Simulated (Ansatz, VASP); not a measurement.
## As2Se: VASP beside Ansatz

File INCAR:

```
SYSTEM = As2Se
PREC     = Accurate       ! precision mode
ENCUT    = 600            ! plane-wave cutoff, eV
EDIFF    = 1E-7           ! SCF threshold, eV
ISMEAR   = 0              ! smearing method
SIGMA    = 0.1            ! smearing width, eV
LREAL    = .False.        ! projectors in reciprocal space
LASPH    = .True.         ! aspherical terms in the spheres
NELM     = 80             ! most SCF steps
ALGO     = Normal         ! electronic algorithm
ISIF     = 3              ! what is computed and relaxed
LWAVE    = .False.        ! write WAVECAR
LCHARG   = .False.        ! write CHGCAR
IBRION   = 2              ! ionic algorithm
NSW      = 80             ! ionic steps
EDIFFG   = -0.01          ! ionic threshold
```

Contents of KPOINTS:

```
Automatic mesh
0
Gamma
  8 8 8
  0 0 0
```

POSCAR

```
As2Se
1.0
   -3.5294180000      3.5294180000      2.6535710000
    3.5294180000     -3.5294180000      2.6535710000
    3.5294180000      3.5294180000     -2.6535710000
As Se
4 2
Direct
    0.8750000000      0.1250000000      0.7500000000
    0.3750000000      0.1250000000      0.2500000000
    0.8750000000      0.6250000000      0.7500000000
    0.8750000000      0.1250000000      0.2500000000
    0.5000000000      0.5000000000      0.0000000000
    0.2500000000      0.7500000000      0.5000000000
```

Input for Ansatz:

```yaml
crystal:
  lattice:
    - [-3.529418, 3.529418, 2.653571]
    - [3.529418, -3.529418, 2.653571]
    - [3.529418, 3.529418, -2.653571]
  atoms:
    - { symbol: As, position: [0.875, 0.125, 0.75] }
    - { symbol: As, position: [0.375, 0.125, 0.25] }
    - { symbol: As, position: [0.875, 0.625, 0.75] }
    - { symbol: As, position: [0.875, 0.125, 0.25] }
    - { symbol: Se, position: [0.5, 0.5, 0.0] }
    - { symbol: Se, position: [0.25, 0.75, 0.5] }
basis:
  ecutwfc: 420
kpoints:
  mp_grid: { grid: [8, 8, 8] }
hamiltonian:
  xc: lda
scf:
  occupations: { method: gaussian, width: 0.1 }
output:
  forces: true
  stress: true
  eigenvalues: true
relax:
  adjacent_minimum: "off"
  f_tol: 0.01
  max_steps: 60
  cell: { stress_tol: 0.05 }
```

Alike in both runs: task relaxation of cell and atoms; functional LDA; k mesh 8 × 8 × 8; occupations gaussian, width 0.1 eV; no spin polarisation.

```csv
,VASP,Ansatz
version,VASP 6.6.1,Ansatz 0.2.0
potentials or method,"VASP PAW LDA potentials, release 64 (As, Se), cutoff 600 eV","scalar-relativistic, plane waves, PAW"
valence electrons in the cell,32,92
```

Ansatz gave:

* gap on the k mesh at the Fermi level, each at its own relaxed structure (eV): none
* relaxed volume (Å³/atom): 20.59
* relaxed cell length with the largest relative difference (Å): 5.524

Problem. What did VASP give for the same quantities?

Solution. gap on the k mesh at the Fermi level, each at its own relaxed structure (eV): none; relaxed volume (Å³/atom): 20.65; relaxed cell length with the largest relative difference (Å): 5.529.

LDA's correlation is that of Perdew and Zunger in VASP and of Perdew and Wang (1992) in Ansatz. A gap of «none» marks a metal or a gap that the smearing closes. VASP's potentials hold 32 valence electrons a cell and Ansatz's 92, so a difference there can come from the potentials and not from the codes.
